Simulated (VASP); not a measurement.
# Hf (P6_3/mmc) in VASP: notebook

Runs on Hf. Level: PBEsol. Tasks: single point.

All numbers are computed with VASP 6.6.1; they aren't measurements. Logs are shortened: lines on timing, memory, paths and dates and some standing lists are left out, and cuts for length are marked.

## 1. The cell of the first run

It takes space group P6_3/mmc (No. 194, hexagonal). Conventional cell: a = 3.197 Å, b = 3.197 Å, c = 4.299 Å, α = 90.00°, β = 90.00°, γ = 120.00°. Within 3.7 Å of Hf (site symmetry -6m2) lie 12 Hf at 2.83 to 3.20 Å.

## 2. Single point, PBEsol (strain -0.1500 x Voigt [0, 0, 1, 0, 0, 0])

Input file INCAR:

```
PREC = Accurate ; ENCUT = 520
EDIFF = 1E-6 ; ISMEAR = 0
SIGMA = 0.15 ; LREAL = F
LASPH = T ; NELM = 80
ALGO = Fast ; ISIF = 2
LWAVE = F ; LCHARG = F
GGA = PS ; NBANDS = 17
```

Input file KPOINTS:

```
regular mesh
0
Gamma
  18 18 10
```

Input file POSCAR:

```
Hf
1.0
    3.1966985242      0.0000000000      0.0000000000
   -1.5983492621      2.7684221302      0.0000000000
    0.0000000000      0.0000000000      4.2991300000
Hf
2
Direct
    0.3333333333      0.6666666667      0.2500000000
    0.6666666667      0.3333333333      0.7500000000
```

Potentials or basis: VASP PAW PBE potentials, release 64 (Hf_pv).

The run is started by

```
$ cat potpaw_PBE.64/Hf_pv/POTCAR > POTCAR
$ mpirun -np 1 vasp_std > vasp.out
```

OUTCAR:

```text
PREC = Accurate
   ENCUT = 520
   EDIFF = 1E-6
   ISMEAR = 0
   LREAL = F
   LASPH = T
   NELM = 80
   ISIF = 2
   GGA = PS

 ion  position               nearest neighbor table
   1  0.333  0.667  0.250-   2 2.83   2 2.83   2 2.83   2 2.83   2 2.83   2 2.83
   2  0.667  0.333  0.750-   1 2.83   1 2.83   1 2.83   1 2.83   1 2.83   1 2.83

  LATTYP: Found a hexagonal cell.
 ALAT       =     3.1966985242
 C/A-ratio  =     1.3448656379

  Lattice vectors:

 A1 = (   3.1966985242,   0.0000000000,   0.0000000000)
 A2 = (  -1.5983492621,   2.7684221302,   0.0000000000)
 A3 = (   0.0000000000,   0.0000000000,   4.2991300000)

Analysis of symmetry for initial positions (statically):
=====================================================================
 Subroutine PRICEL returns:
 Original cell was already a primitive cell.

 Routine SETGRP: Setting up the symmetry group for a
 hexagonal supercell.

 Subroutine GETGRP returns: Found 24 space group operations
 (whereof 12 operations were pure point group operations)
 out of a pool of 24 trial point group operations.

The static configuration has the point symmetry D_3d.
 The point group associated with its full space group is D_6h.

Analysis of symmetry for dynamics (positions and initial velocities):
=====================================================================
 Subroutine PRICEL returns:
 Original cell was already a primitive cell.

 Routine SETGRP: Setting up the symmetry group for a
 hexagonal supercell.

 Subroutine GETGRP returns: Found 24 space group operations
 (whereof 12 operations were pure point group operations)
 out of a pool of 24 trial point group operations.

The dynamic configuration has the point symmetry D_3d.
 The point group associated with its full space group is D_6h.

 Subroutine INISYM returns: Found 24 space group operations
 (whereof 12 operations are pure point group operations),
 and found     1 'primitive' translations

----------------------------------------------------------------------------------------

                                     Primitive cell

  volume of cell :      38.0465

  direct lattice vectors                    reciprocal lattice vectors
     3.196698524  0.000000000  0.000000000     0.312822743  0.180608295  0.000000000
    -1.598349262  2.768422130  0.000000000     0.000000000  0.361216589  0.000000000
     0.000000000  0.000000000  4.299130000     0.000000000  0.000000000  0.232605202

  length of vectors
     3.196698524  3.196698524  4.299130000     0.361216589  0.361216589  0.232605202

  position of ions in fractional coordinates (direct lattice)
     0.333333333  0.666666667  0.250000000
     0.666666667  0.333333333  0.750000000

  ion indices of the primitive-cell ions
   primitive index   ion index
                 1           1
                 2           2

----------------------------------------------------------------------------------------

 KPOINTS: regular mesh

Automatic generation of k-mesh.
 Grid dimensions read from file:
 generate k-points for:   18   18   10

 Generating k-lattice:

  Cartesian coordinates                     Fractional coordinates (reciprocal lattice)
     0.017379041  0.010033794  0.000000000     0.055555556  0.000000000  0.000000000
     0.000000000  0.020067588  0.000000000     0.000000000  0.055555556  0.000000000
     0.000000000  0.000000000  0.023260520     0.000000000  0.000000000  0.100000000

  Length of vectors
     0.020067588  0.020067588  0.023260520

  Shift w.r.t. Gamma in fractional coordinates (k-lattice)
     0.000000000  0.000000000  0.000000000

 Subroutine IBZKPT returns following result:
 ===========================================

 Found    222 irreducible k-points:

 Following reciprocal coordinates:
            Coordinates               Weight
  0.000000  0.000000  0.000000      1.000000
  0.055556 -0.000000  0.000000      6.000000
  0.111111 -0.000000  0.000000      6.000000
  0.166667 -0.000000  0.000000      6.000000
  0.222222  0.000000  0.000000      6.000000
  0.277778  0.000000  0.000000      6.000000
[... 16 lines left out ...]
  0.333333  0.111111  0.000000     12.000000
  0.388889  0.111111  0.000000     12.000000
 [... further k-points ...]
   k-points           NKPTS =    222   k-points in BZ     NKDIM =    222   number of bands    NBANDS=     17
   number of dos      NEDOS =    301   number of ions     NIONS =      2
   total plane-waves  NPLWV =  18432
   dimension x,y,z NGX =    24 NGY =   24 NGZ =   32
   dimension x,y,z NGXF=    48 NGYF=   48 NGZF=   64
   ions per type =               2
   NGX,Y,Z   is equivalent  to a cutoff of  12.48, 12.48, 12.37 a.u.
   NGXF,Y,Z  is equivalent  to a cutoff of  24.96, 24.96, 24.75 a.u.
 SYSTEM =  unknown system
   PREC   = accura    normal or accurate (medium, high low for compatibility)
   ISTART =      0    job   : 0-new  1-cont  2-samecut
   ICHARG =      2    charge: 1-file 2-atom 10-const
   ISPIN  =      1    spin polarized calculation?
   LNONCOLLINEAR =      F non collinear calculations
   LSORBIT =      F    spin-orbit coupling
   LASPH  =      T    aspherical Exc in radial PAW
   ENCUT  =  520.0 eV  38.22 Ry    6.18 a.u.   5.94  5.94  7.99*2*pi/ulx,y,z
   NELM   =     80;   NELMIN=  2; NELMDL= -5     # of ELM steps
   EDIFF  = 0.1E-05   stopping-criterion for ELM
   LREAL  =      F    real-space projection
   EDIFFG = 0.1E-04   stopping-criterion for IOM
   NSW    =      0    number of steps for IOM
   IBRION =     -1    ionic relax: 0-MD 1-quasi-New 2-CG
   NFREE  =      0    steps in history (QN), initial steepest desc. (CG)
   ISIF   =      2    stress and relaxation
   ISYM   =      2    0-nonsym 1-usesym 2-fastsym
   POTIM  = 0.5000    time-step for ionic-motion
   TEBEG  =    0.0;   TEEND  =   0.0 temperature during run
   PSTRESS=    0.0 pullay stress
   NELECT =      20.0000    total number of electrons
   NUPDOWN=      -1.0000    fix difference up-down
   EMIN   =  10.00;   EMAX   =-10.00  energy-range for DOS
   EFERMI =   0.00;   METHOD = LEGACY
   ISMEAR =     0;   SIGMA  =   0.15  broadening in eV -4-tet -1-fermi 0-gaus
   EFERMI_NEDOS =   21; number of points for ismear=-14 and -15
   IALGO  =     68    algorithm
   IMIX   =      4    mixing-type and parameters
     AMIX     =   0.40;   BMIX     =  1.00
     AMIX_MAG =   1.60;   BMIX_MAG =  1.00
  volume/ion in A,a.u.               =      19.02       128.38
  Fermi-wavevector in a.u.,A,eV,Ry     =   1.321235  2.496772 23.751162  1.745661
  Thomas-Fermi vector in A             =   2.451003
   LORBIT       =      0    0 simple, 1 ext, 2 COOP (PROOUT), +10 PAW based schemes
   GGA     = PS    functional components
   LHFCALC =     F    Hartree Fock is set to
   AEXX    =    0.0000 exact exchange contribution
   IVDW    =     0    specifies the selected vdW correction
   LEPSILON=     F    determine dielectric tensor
   LRPA    =     F    only Hartree local field effects (RPA)
 non-spin polarized calculation
 RMM-DIIS sequential band-by-band and
 Gauss-broadening in eV      SIGMA  =   0.15
  energy-cutoff  :      520.00
  volume of cell :       38.05
 maximum number of plane-waves:      1047
 NGX is ok and might be reduce to    24
   NGX = 11   NGY = 11   NGZ = 15

 number of electron      20.0000004 magnetization

 Free energy of the ion-electron system (eV)
  ---------------------------------------------------
  ext. energy  EPLUGINS =         0.00000000
  ---------------------------------------------------
  free energy    TOTEN  =       -20.42599328 eV

  energy without entropy =      -20.41109259  energy(sigma->0) =      -20.41854293

 E-fermi :   5.8531     XC(G=0): -12.1411

 val. band max:        5.8511238870   @ k =   0.0556  -0.0000   0.3000
 cond. band min:       5.8581824038   @ k =   0.3333   0.0556   0.0000
 fundamental gap:      0.0070585168
 Fermi energy:         5.8530700406

 k-point     1 :       0.0000    0.0000    0.0000
  band No.  band energies     occupation
      1     -25.3559      2.00000
      2     -24.1832      2.00000
      3     -24.1832      2.00000
      4     -23.7458      2.00000
      5     -23.7458      2.00000
      6     -23.5108      2.00000
[... 9 lines left out ...]
     16       9.1457      0.00000
     17      11.8589      0.00000

 k-point     2 :       0.0556   -0.0000    0.0000
  band No.  band energies     occupation
      1     -25.3423      2.00000
      2     -24.2006      2.00000
      3     -24.1923      2.00000
      4     -23.7668      2.00000
      5     -23.7450      2.00000
      6     -23.5220      2.00000
[... 9 lines left out ...]
     16       9.3522      0.00000
     17      11.9792      0.00000

 k-point     3 :       0.1111   -0.0000    0.0000
  band No.  band energies     occupation
      1     -25.3020      2.00000
      2     -24.2510      2.00000
      3     -24.2181      2.00000
      4     -23.8264      2.00000
      5     -23.7435      2.00000
      6     -23.5553      2.00000
[... 9 lines left out ...]
     16       9.8152      0.00000
     17      12.3000      0.00000

 k-point     4 :       0.1667   -0.0000    0.0000
  band No.  band energies     occupation
      1     -25.2371      2.00000
      2     -24.3290      2.00000
      3     -24.2560      2.00000
      4     -23.9147      2.00000
      5     -23.7426      2.00000
      6     -23.6096      2.00000
[... 9 lines left out ...]
     16      10.3506      0.00000
     17      12.7367      0.00000

 k-point     5 :       0.2222    0.0000    0.0000
  band No.  band energies     occupation
      1     -25.1505      2.00000
      2     -24.4258      2.00000
      3     -24.3002      2.00000
      4     -24.0183      2.00000
      5     -23.7435      2.00000
      6     -23.6829      2.00000
[... 9 lines left out ...]
     16      10.8920      0.00000
     17      13.2086      0.00000

 k-point     6 :       0.2778    0.0000    0.0000
  band No.  band energies     occupation
      1     -25.0472      2.00000
      2     -24.5301      2.00000
      3     -24.3452      2.00000
      4     -24.1231      2.00000
      5     -23.7722      2.00000
      6     -23.7463      2.00000
[... 9 lines left out ...]
     16      11.4271      0.00000
     17      13.6542      0.00000

 k-point     7 :       0.3333    0.0000    0.0000
  band No.  band energies     occupation
      1     -24.9341      2.00000
      2     -24.6292      2.00000
      3     -24.3859      2.00000
      4     -24.2170      2.00000
      5     -23.8721      2.00000
      6     -23.7504      2.00000
[... 9 lines left out ...]
     16      11.9582      0.00000
     17      14.0312      0.00000

 k-point     8 :       0.3889    0.0000    0.0000
  band No.  band energies     occupation
      1     -24.8223      2.00000
      2     -24.7105      2.00000
      3     -24.4180      2.00000
      4     -24.2904      2.00000
      5     -23.9731      2.00000
      6     -23.7545      2.00000
[... 9 lines left out ...]
     16      12.4941      0.00000
     17      14.3162      0.00000
[... 203 lines left out ...]
      1     -25.1991      2.00000
      2     -24.3445      2.00000
      3     -24.3117      2.00000
      4     -23.9418      2.00000
      5     -23.7558      2.00000
      6     -23.6416      2.00000
[... 9 lines left out ...]
     16      10.5957      0.00000
     17      12.9330      0.00000

 k-point    20 :       0.1667    0.1111    0.0000
  band No.  band energies     occupation
      1     -25.1143      2.00000
      2     -24.4230      2.00000
      3     -24.3741      2.00000
      4     -24.0191      2.00000
      5     -23.7675      2.00000
      6     -23.7140      2.00000
[... 9 lines left out ...]
     16      11.0697      0.00000
     17      13.3421      0.00000

 k-point    21 :       0.2222    0.1111    0.0000
  band No.  band energies     occupation
      1     -25.0128      2.00000
      2     -24.5251      2.00000
      3     -24.4178      2.00000
      4     -24.1031      2.00000
      5     -23.8023      2.00000
      6     -23.7789      2.00000
[... 9 lines left out ...]
     16      11.5545      0.00000
     17      13.7408      0.00000

 k-point    22 :       0.2778    0.1111    0.0000
  band No.  band energies     occupation
      1     -24.9008      2.00000
      2     -24.6253      2.00000
      3     -24.4469      2.00000
      4     -24.1873      2.00000
      5     -23.9017      2.00000
      6     -23.7891      2.00000
[... 9 lines left out ...]
     16      12.0382      0.00000
     17      14.0864      0.00000

 k-point    23 :       0.3333    0.1111    0.0000
  band No.  band energies     occupation
      1     -24.7889      2.00000
      2     -24.7076      2.00000
      3     -24.4604      2.00000
      4     -24.2637      2.00000
      5     -24.0033      2.00000
      6     -23.7972      2.00000
[... 9 lines left out ...]
     16      12.5124      0.00000
     17      15.0012      0.00000

 k-point    24 :       0.3889    0.1111    0.0000
  band No.  band energies     occupation
      1     -24.7613      2.00000
      2     -24.6961      2.00000
      3     -24.4594      2.00000
      4     -24.3223      2.00000
      5     -24.0895      2.00000
      6     -23.8025      2.00000
[... 9 lines left out ...]
     16      12.9501      0.00000
     17      13.9620      0.00000

 [... further k-points ...]
[... 5 lines left out ...]
  --------------------------------------------------------------------------------------
  -------------------------------------------------------------------------------------
  Total        2.8455556      2.8455556      8.0288750      0.0000000      0.0000000      0.0000000
  in kB      119.8293186    119.8293186    338.1043130      0.0000000      0.0000000      0.0000000
  external PRESSURE =     192.5876500 kB  Pullay stress =       0.0000000 kB

 VOLUME and BASIS-vectors are now :
 -----------------------------------------------------------------------------
  energy-cutoff  :      520.00
  volume of cell :       38.05
      direct lattice vectors                 reciprocal lattice vectors
     3.196698524  0.000000000  0.000000000     0.312822743  0.180608295  0.000000000
    -1.598349262  2.768422130  0.000000000     0.000000000  0.361216589  0.000000000
     0.000000000  0.000000000  4.299130000     0.000000000  0.000000000  0.232605202

 POSITION                                       TOTAL-FORCE (eV/Angst)
 -----------------------------------------------------------------------------------
     -0.00000      1.84561      1.07478        -0.000000     -0.000000      0.000000
      1.59835      0.92281      3.22435         0.000000      0.000000      0.000000
 -----------------------------------------------------------------------------------
    total drift:                               -0.000000      0.000000     -0.000000

  FREE ENERGIE OF THE ION-ELECTRON SYSTEM (eV)
  ---------------------------------------------------
  free  energy   TOTEN  =       -20.4259932787 eV

  energy  without entropy=      -20.4110925879  energy(sigma->0) =      -20.41854293
```

Wall time 2.1 min (1 thread of Intel Xeon 6975P-C, shared host); peak memory 0.24 GiB.

What came out:

- Free energy: -20.4260 eV
- Pressure: 19.3 GPa
- Band gap on the k mesh: zero (band 10 reaches 6.94 eV, above the bottom of band 11 at 5.55 eV)

Stress tensor (GPa, compression positive):
```
11.98  0.00  0.00
 0.00 11.98  0.00
 0.00  0.00 33.81
```

Levels at points of the mesh, in eV from the Fermi level:
```
           k point  band 7  band 8  band 9  band 10  band 11  band 12  band 13  band 14
(0.00, 0.00, 0.00)   -7.79   -4.11    0.72     0.72     1.64     1.64     2.29     2.29
(0.50, 0.00, 0.00)   -3.68   -3.54   -2.21    -0.94    -0.31     2.48     3.12     5.59
(0.00, 0.00, 0.50)   -4.97   -4.97    0.13     0.13     0.13     0.13     1.16     1.16
(0.50, 0.00, 0.50)   -3.76   -3.76   -0.61    -0.61     1.92     1.92     2.31     2.31
```

Caveat: the cell differs from its parent crystal (strain -0.1500 x Voigt [0, 0, 1, 0, 0, 0]); the PAW data sets were made with another functional, which shifts forces and pressure a little; spin-orbit coupling is left out, which moves the levels of the heavy elements.

[end of part 1 of 3]
